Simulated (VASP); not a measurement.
# Pt (Fm-3m) in VASP: a series of runs, part 2 of 2

VASP 6.6.1. The steps go on from the part before.

### 4 Single point, LDA, collinear spin, ferromagnetic start (volume scaled by 0.92)

INCAR reads:

```
SYSTEM = Pt
  PREC = Accurate
  ENCUT = 520
  EDIFF = 1E-6
  ISMEAR = -1
  SIGMA = 0.05
  LREAL = .FALSE.
  LASPH = .TRUE.
  NELM = 150
  ALGO = Normal
  ISIF = 2
  LWAVE = .FALSE.
  LCHARG = .FALSE.
  ISPIN = 2
  MAGMOM = 1
  LORBIT = 11
  LMAXMIX = 4
  GGA = CA
  NBANDS = 15
```

KPOINTS reads:

```
Automatic mesh
0
G
  23 23 23
  0 0 0
```

POSCAR reads:

```
Pt
1.0
    0.0000000000      1.8933080241      1.8933080241
    1.8933080241      0.0000000000      1.8933080241
    1.8933080241      1.8933080241      0.0000000000
Pt
1
Direct
    0.0000000000      0.0000000000      0.0000000000
```

Launch:

```sh
$ cat potpaw_LDA.64/Pt/POTCAR > POTCAR
$ mpirun -np 1 vasp_std > vasp.out
```

Run time: 1.7 min. Hardware: 1 thread of Intel Xeon 6975P-C, shared host; peak memory 0.21 GiB.

It converged, with:

| Property | Result |
| --- | --- |
| Free energy | -7.3949 eV |
| Pressure | 33.3 GPa |
| Band gap on the k mesh | zero (filled and empty bands overlap) |
| Net moment | 0.00 μB per cell |
| Valence electrons inside the program's atomic spheres | Pt 9.62 |

Levels at points of the mesh, in eV from the Fermi level:
Spin up:
```
           k point  band 2  band 3  band 4  band 5  band 6  band 7  band 8  band 9
(0.00, 0.00, 0.00)   -4.54   -4.54   -4.54   -1.94   -1.94   14.23   19.76   19.76
```
Spin down:
```tsv
k point	band 2	band 3	band 4	band 5	band 6	band 7	band 8	band 9
(0.00, 0.00, 0.00)	-4.54	-4.54	-4.54	-1.93	-1.93	14.23	19.76	19.76
```

Caveat: spin-orbit coupling is left out, which moves the levels of the heavy elements.

### 5 Single point, LDA, collinear spin, ferromagnetic start (volume scaled by 0.96)

INCAR reads:

```
ALGO     = Normal         # electronic algorithm
EDIFF    = 1E-7           # SCF threshold, eV
ENCUT    = 520            # plane-wave cutoff, eV
GGA      = CA             # functional
ISIF     = 2              # what is computed and relaxed
ISMEAR   = -1             # smearing method
ISPIN    = 2              # spin polarisation
LASPH    = True           # aspherical terms in the spheres
LCHARG   = False          # write CHGCAR
LMAXMIX  = 4              # l up to which the mixer works
LORBIT   = 11             # projections on sites
LREAL    = False          # projectors in reciprocal space
LWAVE    = False          # write WAVECAR
MAGMOM   = 1              # initial moments
NBANDS   = 15             # bands
NELM     = 150            # most SCF steps
PREC     = Accurate       # precision mode
SIGMA    = 0.05           # smearing width, eV
```

KPOINTS reads:

```
k-points
0
Gamma
  23 23 23
```

POSCAR reads:

```
Pt
1.0
    0.0000000000      1.9203589363      1.9203589363
    1.9203589363      0.0000000000      1.9203589363
    1.9203589363      1.9203589363      0.0000000000
Pt
1
Direct
    0.0000000000      0.0000000000      0.0000000000
```

Potentials or basis: VASP PAW LDA potentials, release 64 (Pt).

Launch:

```sh
$ cat potpaw_LDA.64/Pt/POTCAR > POTCAR
$ mpirun -np 1 vasp_std > vasp.out
```

OUTCAR:

```text
EDIFF = 1E-7
   ENCUT = 520
   GGA = CA
   ISIF = 2
   ISMEAR = -1
   ISPIN = 2
   LASPH = True
   LORBIT = 11
   LREAL = False
   NELM = 150
   PREC = Accurate

 ion  position               nearest neighbor table
   1  0.000  0.000  0.000-

  LATTYP: Found a face centered cubic cell.
 ALAT       =     3.8407178726

  Lattice vectors:

 A1 = (   0.0000000000,   1.9203589363,   1.9203589363)
 A2 = (   1.9203589363,   0.0000000000,   1.9203589363)
 A3 = (   1.9203589363,   1.9203589363,   0.0000000000)

Analysis of symmetry for initial positions (statically):
=====================================================================
 Subroutine PRICEL returns:
 Original cell was already a primitive cell.

 Routine SETGRP: Setting up the symmetry group for a
 face centered cubic supercell.

 Subroutine GETGRP returns: Found 48 space group operations
 (whereof 48 operations were pure point group operations)
 out of a pool of 48 trial point group operations.

The static configuration has the point symmetry O_h .

Analysis of symmetry for dynamics (positions and initial velocities):
=====================================================================
 Subroutine PRICEL returns:
 Original cell was already a primitive cell.

 Routine SETGRP: Setting up the symmetry group for a
 face centered cubic supercell.

 Subroutine GETGRP returns: Found 48 space group operations
 (whereof 48 operations were pure point group operations)
 out of a pool of 48 trial point group operations.

The dynamic configuration has the point symmetry O_h .

Analysis of structural, dynamic, and magnetic symmetry:
=====================================================================
 Subroutine PRICEL returns:
 Original cell was already a primitive cell.

 Routine SETGRP: Setting up the symmetry group for a
 face centered cubic supercell.

 Subroutine GETGRP returns: Found 48 space group operations
 (whereof 48 operations were pure point group operations)
 out of a pool of 48 trial point group operations.

The overall configuration has the point symmetry O_h .

[... 152 lines left out ...]
 Fermi energy:        12.4152407649

 spin component 1

 k-point     1 :       0.0000    0.0000    0.0000
  band No.  band energies     occupation
      1       1.4368      1.00000
      2       8.1814      1.00000
      3       8.1814      1.00000
      4       8.1814      1.00000
      5      10.6098      1.00000
      6      10.6098      1.00000
      7      26.8196      0.00000
      8      32.1027      0.00000
      9      32.1027      0.00000
     10      32.1027      0.00000
     11      37.7908      0.00000
     12      45.1352      0.00000
     13      45.1352      0.00000
     14      45.1367      0.00000
[... 403 lines left out ...]
      4      11.1236      1.00000
      5      12.4392      0.38259
      6      13.0743      0.00000
      7      18.7300      0.00000
      8      26.5407      0.00000
      9      31.5032      0.00000
     10      31.7117      0.00000
     11      41.8146      0.00000
     12      41.9210      0.00000
     13      43.3795      0.00000
     14      45.4452      0.00000
     15      45.4502      0.00000

 [... further k-points ...]

 spin component 2

 k-point     1 :       0.0000    0.0000    0.0000
  band No.  band energies     occupation
      1       1.4369      1.00000
      2       8.1817      1.00000
      3       8.1817      1.00000
      4       8.1817      1.00000
      5      10.6100      1.00000
      6      10.6100      1.00000
      7      26.8198      0.00000
      8      32.1029      0.00000
      9      32.1029      0.00000
     10      32.1029      0.00000
     11      37.7909      0.00000
     12      45.1358      0.00000
     13      45.1358      0.00000
     14      45.1358      0.00000
[... 403 lines left out ...]
      4      11.1237      1.00000
      5      12.4395      0.38117
      6      13.0745      0.00000
      7      18.7303      0.00000
      8      26.5408      0.00000
      9      31.5034      0.00000
     10      31.7118      0.00000
     11      41.8147      0.00000
     12      41.9212      0.00000
     13      43.3797      0.00000
     14      45.4458      0.00000
     15      45.4494      0.00000

 [... further k-points ...]
[... 5 lines left out ...]
  --------------------------------------------------------------------------------------
  -------------------------------------------------------------------------------------
  Total        1.3329362      1.3329362      1.3329362      0.0000000      0.0000000     -0.0000000
  in kB      150.7796473    150.7796473    150.7796473      0.0000000      0.0000000     -0.0000000
  external PRESSURE =     150.7796473 kB  Pullay stress =       0.0000000 kB

 VOLUME and BASIS-vectors are now :
 -----------------------------------------------------------------------------
  energy-cutoff  :      520.00
  volume of cell :       14.16
      direct lattice vectors                 reciprocal lattice vectors
     0.000000000  1.920358936  1.920358936    -0.260367992  0.260367992  0.260367992
     1.920358936  0.000000000  1.920358936     0.260367992 -0.260367992  0.260367992
     1.920358936  1.920358936  0.000000000     0.260367992  0.260367992 -0.260367992

 POSITION                                       TOTAL-FORCE (eV/Angst)
 -----------------------------------------------------------------------------------
      0.00000      0.00000      0.00000         0.000000      0.000000      0.000000
 -----------------------------------------------------------------------------------
    total drift:                                0.000000     -0.000000      0.000000

  FREE ENERGIE OF THE ION-ELECTRON SYSTEM (eV)
  ---------------------------------------------------
  free  energy   TOTEN  =        -7.4831954525 eV

  energy  without entropy=       -7.4689376825  energy(sigma->0) =       -7.47606657

 total charge

# of ion       s       p       d       tot
------------------------------------------
    1        0.675   0.696   8.112   9.484

 magnetization (x)

# of ion       s       p       d       tot
------------------------------------------
    1        0.000  -0.000   0.000   0.000
```

stdout:

```text
POSCAR found type information on POSCAR Pt
 POSCAR found :  1 types and       1 ions
 scaLAPACK will be used
 LDA part: xc-table for (Slater(with rela. corr.)+CA(PZ))
 , standard interpolation
 POSCAR, INCAR and KPOINTS ok, starting setup
 FFT: planning ... GRIDC
 FFT: planning ... GRID_SOFT
 FFT: planning ... GRID
 WAVECAR not read
 entering main loop
```

Wall time 1.8 min (1 thread of Intel Xeon 6975P-C, shared host); peak memory 0.22 GiB.

What came out:

* Free energy: -7.4832 eV
* Pressure: 15.1 GPa
* Band gap on the k mesh: zero (filled and empty bands overlap)
* Net moment: 0.00 μB per cell
* Valence electrons inside the program's atomic spheres: Pt 9.48

Caveat: spin-orbit coupling is left out, which moves the levels of the heavy elements.

### 6 Overview

```tsv
spin	cell	smearing	gap on the mesh (eV)	pressure (GPa)	moment (μB)
off	a = 2.754 Å, angles 60.0°, 1 atom	fermi-dirac 0.1 eV	none	0.9	-
collinear, ferromagnetic start	a = 2.638 Å, angles 60.0°, 1 atom	fermi-dirac 0.05 eV	none	56.7	0.00
collinear, ferromagnetic start	a = 2.678 Å, angles 60.0°, 1 atom	fermi-dirac 0.05 eV	none	33.3	0.00
collinear, ferromagnetic start	a = 2.716 Å, angles 60.0°, 1 atom	fermi-dirac 0.05 eV	none	15.1	0.00
```

Alike in all rows: task single point; level LDA; potentials or basis VASP PAW LDA potentials, release 64 (Pt); k mesh 23 × 23 × 23; cutoff (eV) 520.

Caveats: spin-orbit coupling is left out, which moves the levels of the heavy elements.

Total energies depend on the potentials used, so only differences within one code and one set of settings carry meaning.
